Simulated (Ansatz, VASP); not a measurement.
**One calculation of As, two programs**

File INCAR:

```
PREC     = Accurate       # precision mode
ENCUT    = 520            # plane-wave cutoff, eV
EDIFF    = 1E-6           # SCF threshold, eV
ISMEAR   = 0              # smearing method
SIGMA    = 0.02           # smearing width, eV
LREAL    = F              # projectors in reciprocal space
LASPH    = T              # aspherical terms in the spheres
NELM     = 100            # most SCF steps
ALGO     = Normal         # electronic algorithm
ISIF     = 2              # what is computed and relaxed
LWAVE    = F              # write WAVECAR
LCHARG   = T              # write CHGCAR
LDIPOL   = T            
IDIPOL   = 3            
DIPOL    = 0.5 0.5 0.500
GGA      = PE             # functional
IVDW     = 12             # dispersion correction
LELF     = T              # ELF
LVHAR    = T            
LVACPOTAV= T            
NBANDS   = 12             # bands
```

Contents of KPOINTS:

```
regular mesh
0
Gamma
  9 9 1
```

File POSCAR:

```
As
1.0
    3.6930000000      0.0000000000      0.0000000000
   -1.8465000000      3.1982318162      0.0000000000
    0.0000000000      0.0000000000     28.5742413766
As
2
Direct
    0.3333333333      0.6666666667      0.4947680151
    0.6666666667      0.3333333333      0.5052319849
```

Input for Ansatz:

```yaml
crystal:
  lattice:
    - [3.693, 0.0, 0.0]
    - [-1.8465, 3.1982318162, 0.0]
    - [0.0, 0.0, 28.5742413766]
  atoms:
    - { symbol: As, position: [0.3333333333, 0.6666666667, 0.4947680151] }
    - { symbol: As, position: [0.6666666667, 0.3333333333, 0.5052319849] }
  periodic: [true, true, false]
basis:
  ecutwfc: 420
kpoints:
  mp_grid: { grid: [9, 9, 1] }
hamiltonian:
  xc: pbe
  dispersion: d3bj
scf:
  occupations: { method: gaussian, width: 0.02 }
output:
  forces: true
  stress: true
  eigenvalues: true
```

Alike in both runs: task single point; functional PBE; dispersion D3(BJ); k mesh 9 × 9 × 1; occupations gaussian, width 0.02 eV; no spin polarisation.

|  | VASP | Ansatz |
| --- | --- | --- |
| version | VASP 6.6.1 | Ansatz 0.2.0 |
| potentials or method | VASP PAW PBE potentials, release 64 (As), cutoff 520 eV | scalar-relativistic, plane waves, PAW |
| valence electrons in the cell | 10 | 30 |

Ansatz gave:

| Item | Value |
| --- | --- |
| gap on the k mesh at the Fermi level (eV) | none |
| rms of the force components (eV/Å) | 1.356 |
| work function, face that differs most (eV) | 4.12 |

Task: Which values does VASP return?

Result: gap on the k mesh at the Fermi level (eV): none; rms of the force components (eV/Å): 1.365; work function, face that differs most (eV): 4.11.

Atom by atom the forces differ by 0.009 eV/Å (rms over components). A gap of «none» marks a metal or a gap that the smearing closes. VASP's potentials hold 10 valence electrons a cell and Ansatz's 30, so a difference there can come from the potentials and not from the codes.
